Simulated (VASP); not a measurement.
# Se in VASP: a series of runs

The runs below take Se through single point, with LDA, PBE-based screened hybrid, PBEsol.

All numbers are computed with VASP 6.6.1; they aren't measurements. Logs are shortened: lines on timing, memory, paths and dates and some standing lists are left out, and cuts for length are marked.

**1. The cell of the first run**

The typed cell holds 3 atoms: a = 4.353 Å, b = 4.418 Å, c = 4.923 Å, α = 90.35°, β = 89.81°, γ = 120.25°.

**2. Single point, LDA (the cell strained at random)**

Contents of INCAR:

```
SYSTEM = Se
ALGO = Normal ; EDIFF = 1E-6
ENCUT = 520 ; ISIF = 2
ISMEAR = -1 ; LASPH = .TRUE.
LCHARG = .FALSE. ; LREAL = .FALSE.
LWAVE = .FALSE. ; NBANDS = 16
NELM = 60 ; PREC = Accurate
SIGMA = 0.1
```

Contents of KPOINTS:

```
k-points
0
G
  7 7 6
  0 0 0
```

Contents of POSCAR:

```
Se
1.0
    4.3527750000     -0.0282980000      0.0070720000
   -2.2008950000      3.8311620000     -0.0131980000
    0.0080230000     -0.0126580000      4.9225600000
Se
3
Direct
    0.7746000000      0.7746000000      0.0000000000
    0.0000000000      0.2254000000      0.6666666667
    0.2254000000      0.0000000000      0.3333333333
```

Potentials or basis: VASP PAW LDA potentials, release 64 (Se).

Command:

```bash
$ cat potpaw_LDA.64/Se/POTCAR > POTCAR
$ mpirun -np 1 vasp_std > vasp.out
```

OUTCAR:

```text
SYSTEM = Se
   EDIFF = 1E-6
   ENCUT = 520
   ISIF = 2
   ISMEAR = -1
   LASPH = .TRUE.
   LREAL = .FALSE.
   NELM = 60
   PREC = Accurate

 ion  position               nearest neighbor table
   1  0.775  0.775  0.000-   3 2.36   2 2.38
   2  0.000  0.225  0.667-   3 2.37   1 2.38
   3  0.225  0.000  0.333-   1 2.36   2 2.37

  LATTYP: Found a triclinic cell.
 ALAT       =     4.3694850572
 B/A-ratio  =     2.0572945940
 C/A-ratio  =     1.0111857789
 COS(alpha) =     0.0003468976
 COS(beta)  =     0.5093455816
 COS(gamma) =     0.7202471416

  Lattice vectors:

 A1 = (  -2.1518800000,  -3.8028640000,   0.0061260000)
 A2 = (  -6.5126780000,  -3.7619080000,  -4.9235060000)
 A3 = (   2.2008950000,  -3.8311620000,   0.0131980000)

Analysis of symmetry for initial positions (statically):
=====================================================================
 Subroutine PRICEL returns:
 Original cell was already a primitive cell.

 Routine SETGRP: Setting up the symmetry group for a
 triclinic supercell.

 Subroutine GETGRP returns: Found  1 space group operations
 (whereof  1 operations were pure point group operations)
 out of a pool of  2 trial point group operations.

The static configuration has the point symmetry C_1 .

Analysis of symmetry for dynamics (positions and initial velocities):
=====================================================================
 Subroutine PRICEL returns:
 Original cell was already a primitive cell.

 Routine SETGRP: Setting up the symmetry group for a
 triclinic supercell.

 Subroutine GETGRP returns: Found  1 space group operations
 (whereof  1 operations were pure point group operations)
 out of a pool of  2 trial point group operations.

The dynamic configuration has the point symmetry C_1 .

 Subroutine INISYM returns: Found  1 space group operations
 (whereof  1 operations are pure point group operations),
 and found     1 'primitive' translations

----------------------------------------------------------------------------------------

                                     Primitive cell

  volume of cell :      81.7822

  direct lattice vectors                    reciprocal lattice vectors
     4.352775000 -0.028298000  0.007072000     0.230599783  0.132472979 -0.000035197
    -2.200895000  3.831162000 -0.013198000     0.001702193  0.261997588  0.000670933
     0.008023000 -0.012658000  4.922560000    -0.000326728  0.000512131  0.203148180

  length of vectors
     4.352872729  4.418361151  4.922582813     0.265942383  0.262003976  0.203149088

  position of ions in fractional coordinates (direct lattice)
     0.774600000  0.774600000  1.000000000
     0.000000000  0.225400000  0.666666667
     0.225400000  1.000000000  0.333333333

  ion indices of the primitive-cell ions
   primitive index   ion index
                 1           1
                 2           2
                 3           3

----------------------------------------------------------------------------------------

 KPOINTS: k-points

Automatic generation of k-mesh.
 Grid dimensions read from file:
 generate k-points for:    7    7    6

 Generating k-lattice:

  Cartesian coordinates                     Fractional coordinates (reciprocal lattice)
     0.032942826  0.018924711 -0.000005028     0.142857143  0.000000000 -0.000000000
     0.000243170  0.037428227  0.000095848     0.000000000  0.142857143  0.000000000
    -0.000054455  0.000085355  0.033858030     0.000000000 -0.000000000  0.166666667

  Length of vectors
     0.037991769  0.037429139  0.033858181

  Shift w.r.t. Gamma in fractional coordinates (k-lattice)
     0.000000000  0.000000000  0.000000000

 Subroutine IBZKPT returns following result:
 ===========================================

 Found    148 irreducible k-points:

 Following reciprocal coordinates:
            Coordinates               Weight
  0.000000  0.000000  0.000000      1.000000
  0.142857 -0.000000  0.000000      2.000000
  0.285714  0.000000 -0.000000      2.000000
  0.428571  0.000000 -0.000000      2.000000
 -0.000000  0.142857  0.000000      2.000000
  0.142857  0.142857 -0.000000      2.000000
[... 16 lines left out ...]
 -0.428571  0.428571  0.000000      2.000000
 -0.285714  0.428571  0.000000      2.000000
 [... further k-points ...]
   k-points           NKPTS =    148   k-points in BZ     NKDIM =    148   number of bands    NBANDS=     16
   number of dos      NEDOS =    301   number of ions     NIONS =      3
   total plane-waves  NPLWV =  46080
   dimension x,y,z NGX =    32 NGY =   36 NGZ =   40
   dimension x,y,z NGXF=    64 NGYF=   72 NGZF=   80
   ions per type =               3
   NGX,Y,Z   is equivalent  to a cutoff of  12.22, 13.55, 13.51 a.u.
   NGXF,Y,Z  is equivalent  to a cutoff of  24.44, 27.09, 27.02 a.u.
 SYSTEM =  Se
   PREC   = accura    normal or accurate (medium, high low for compatibility)
   ISTART =      0    job   : 0-new  1-cont  2-samecut
   ICHARG =      2    charge: 1-file 2-atom 10-const
   ISPIN  =      1    spin polarized calculation?
   LNONCOLLINEAR =      F non collinear calculations
   LSORBIT =      F    spin-orbit coupling
   LASPH  =      T    aspherical Exc in radial PAW
   ENCUT  =  520.0 eV  38.22 Ry    6.18 a.u.   8.09  8.22  9.15*2*pi/ulx,y,z
   NELM   =     60;   NELMIN=  2; NELMDL= -5     # of ELM steps
   EDIFF  = 0.1E-05   stopping-criterion for ELM
   LREAL  =      F    real-space projection
   EDIFFG = 0.1E-04   stopping-criterion for IOM
   NSW    =      0    number of steps for IOM
   IBRION =     -1    ionic relax: 0-MD 1-quasi-New 2-CG
   NFREE  =      0    steps in history (QN), initial steepest desc. (CG)
   ISIF   =      2    stress and relaxation
   ISYM   =      2    0-nonsym 1-usesym 2-fastsym
   POTIM  = 0.5000    time-step for ionic-motion
   TEBEG  =    0.0;   TEEND  =   0.0 temperature during run
   PSTRESS=    0.0 pullay stress
   NELECT =      18.0000    total number of electrons
   NUPDOWN=      -1.0000    fix difference up-down
   EMIN   =  10.00;   EMAX   =-10.00  energy-range for DOS
   EFERMI =   0.00;   METHOD = LEGACY
   ISMEAR =    -1;   SIGMA  =   0.10  broadening in eV -4-tet -1-fermi 0-gaus
   EFERMI_NEDOS =   21; number of points for ismear=-14 and -15
   IALGO  =     38    algorithm
   IMIX   =      4    mixing-type and parameters
     AMIX     =   0.40;   BMIX     =  1.00
     AMIX_MAG =   1.60;   BMIX_MAG =  1.00
  volume/ion in A,a.u.               =      27.26       183.96
  Fermi-wavevector in a.u.,A,eV,Ry     =   0.988430  1.867863 13.292818  0.976995
  Thomas-Fermi vector in A             =   2.119956
   LORBIT       =      0    0 simple, 1 ext, 2 COOP (PROOUT), +10 PAW based schemes
   GGA     = CA    functional components
   LHFCALC =     F    Hartree Fock is set to
   AEXX    =    0.0000 exact exchange contribution
   IVDW    =     0    specifies the selected vdW correction
   LEPSILON=     F    determine dielectric tensor
   LRPA    =     F    only Hartree local field effects (RPA)
 non-spin polarized calculation
  energy-cutoff  :      520.00
  volume of cell :       81.78
 maximum number of plane-waves:      2215
   NGX = 17   NGY = 17   NGZ = 19

 number of electron      18.0000000 magnetization

 Free energy of the ion-electron system (eV)
  ---------------------------------------------------
  ext. energy  EPLUGINS =         0.00000000
  ---------------------------------------------------
  free energy    TOTEN  =       -12.31721651 eV

  energy without entropy =      -12.31671710  energy(sigma->0) =      -12.31696680

 E-fermi :   3.2079     XC(G=0):  -9.1809

 val. band max:        2.6708009320   @ k =   0.4286   0.4286   0.5000
 cond. band min:       3.6648440407   @ k =   0.0000   0.0000   0.5000
 fundamental gap:      0.9940431087
 Fermi energy:         3.2078520596

 k-point     1 :       0.0000    0.0000    0.0000
  band No.  band energies     occupation
      1     -13.2355      2.00000
      2      -9.1202      2.00000
      3      -9.0478      2.00000
      4      -1.2244      2.00000
      5      -1.1988      2.00000
      6      -1.1607      2.00000
[... 8 lines left out ...]
     15       9.0004      0.00000
     16      10.9561      0.00000

 k-point     2 :       0.1429   -0.0000    0.0000
  band No.  band energies     occupation
      1     -13.1554      2.00000
      2      -9.1412      2.00000
      3      -9.0948      2.00000
      4      -1.7882      2.00000
      5      -1.4804      2.00000
      6      -0.9754      2.00000
[... 8 lines left out ...]
     15       9.6196      0.00000
     16      10.9615      0.00000

 k-point     3 :       0.2857    0.0000   -0.0000
  band No.  band energies     occupation
      1     -12.9568      2.00000
      2      -9.3258      2.00000
      3      -9.0983      2.00000
      4      -2.3057      2.00000
      5      -1.8493      2.00000
      6      -1.0153      2.00000
[... 8 lines left out ...]
     15      10.6717      0.00000
     16      11.6540      0.00000

 k-point     4 :       0.4286    0.0000   -0.0000
  band No.  band energies     occupation
      1     -12.7726      2.00000
      2      -9.5254      2.00000
      3      -9.0913      2.00000
      4      -2.4824      2.00000
      5      -2.0893      2.00000
      6      -0.9216      2.00000
[... 8 lines left out ...]
     15      11.7872      0.00000
     16      12.5000      0.00000
[... 324 lines left out ...]
 k-point    22 :       0.4286    0.4286    0.0000
  band No.  band energies     occupation
      1     -12.7372      2.00000
      2      -9.5408      2.00000
      3      -9.1355      2.00000
      4      -2.4789      2.00000
      5      -2.1743      2.00000
      6      -0.6394      2.00000
[... 8 lines left out ...]
     15      11.3133      0.00000
     16      12.4051      0.00000

 k-point    23 :      -0.4286    0.4286    0.0000
  band No.  band energies     occupation
      1     -12.7891      2.00000
      2      -9.5557      2.00000
      3      -9.0559      2.00000
      4      -2.5102      2.00000
      5      -2.0382      2.00000
      6      -0.8790      2.00000
[... 8 lines left out ...]
     15      11.7739      0.00000
     16      12.4411      0.00000

 k-point    24 :      -0.2857    0.4286    0.0000
  band No.  band energies     occupation
      1     -12.8364      2.00000
      2      -9.4549      2.00000
      3      -9.1121      2.00000
      4      -2.4079      2.00000
      5      -2.1053      2.00000
      6      -0.7755      2.00000
[... 8 lines left out ...]
     15      11.3216      0.00000
     16      12.0196      0.00000

 [... further k-points ...]

------------------------ aborting loop because EDIFF is reached ----------------------------------------

  FORCE on cell =-STRESS in cart. coord.  units (eV):
  Direction    XX          YY          ZZ          XY          YZ          ZX
  --------------------------------------------------------------------------------------
  -------------------------------------------------------------------------------------
  Total       -0.6059659     -0.8901584      0.1871794      0.0594221      0.2562254      0.0607770
  in kB      -11.8713461    -17.4388990      3.6669911      1.1641251      5.0196552      1.1906682
  external PRESSURE =      -8.5477513 kB  Pullay stress =       0.0000000 kB

 VOLUME and BASIS-vectors are now :
 -----------------------------------------------------------------------------
  energy-cutoff  :      520.00
  volume of cell :       81.78
      direct lattice vectors                 reciprocal lattice vectors
     4.352775000 -0.028298000  0.007072000     0.230599783  0.132472979 -0.000035197
    -2.200895000  3.831162000 -0.013198000     0.001702193  0.261997588  0.000670933
     0.008023000 -0.012658000  4.922560000    -0.000326728  0.000512131  0.203148180

 POSITION                                       TOTAL-FORCE (eV/Angst)
 -----------------------------------------------------------------------------------
      1.66685      2.94570     -0.00475        -0.199479     -0.197019     -0.110465
     -0.49073      0.85511      3.27873        -0.143782      0.164661      0.088894
      0.98379     -0.01060      1.64245         0.343261      0.032358      0.021571
 -----------------------------------------------------------------------------------
    total drift:                               -0.000027      0.000004     -0.000091

  FREE ENERGIE OF THE ION-ELECTRON SYSTEM (eV)
  ---------------------------------------------------
  free  energy   TOTEN  =       -12.3172165051 eV

  energy  without entropy=      -12.3167170981  energy(sigma->0) =      -12.31696680
```

It took 47 s on 1 thread of Intel Xeon 6975P-C (Granite Rapids), shared host; peak memory 0.27 GiB.

What came out:

```yaml
Free_energy: -12.3172 eV
Pressure: -0.9 GPa
Largest_force: 0.345 eV/Å
Band_gap_on_the_k_mesh: 0.99 eV, indirect (least direct gap 1.43 eV)
```

Forces in eV/Å, atoms in the order of the input:
```
Se  -0.199 -0.197 -0.110
Se  -0.144  0.165  0.089
Se   0.343  0.032  0.022
```

Stress tensor (GPa, compression positive):
```
-1.19  0.12  0.12
 0.12 -1.74  0.50
 0.12  0.50  0.37
```

Levels at points of the mesh, in eV from the valence-band top:
| k point | band 5 | band 6 | band 7 | band 8 | band 9 | band 10 | band 11 | band 12 | band 13 | band 14 |
| --- | --- | --- | --- | --- | --- | --- | --- | --- | --- | --- |
| (0.00, 0.00, 0.00) | -3.87 | -3.83 | -2.09 | -2.07 | -0.41 | 1.77 | 1.85 | 2.08 | 5.87 | 6.29 |
| (0.00, 0.00, 0.50) | -3.46 | -3.41 | -1.62 | -1.58 | -1.10 | 0.99 | 1.11 | 1.25 | 6.19 | 7.02 |

Caveat: the cell differs from its parent crystal (the cell strained at random).

[end of part 1 of 2]
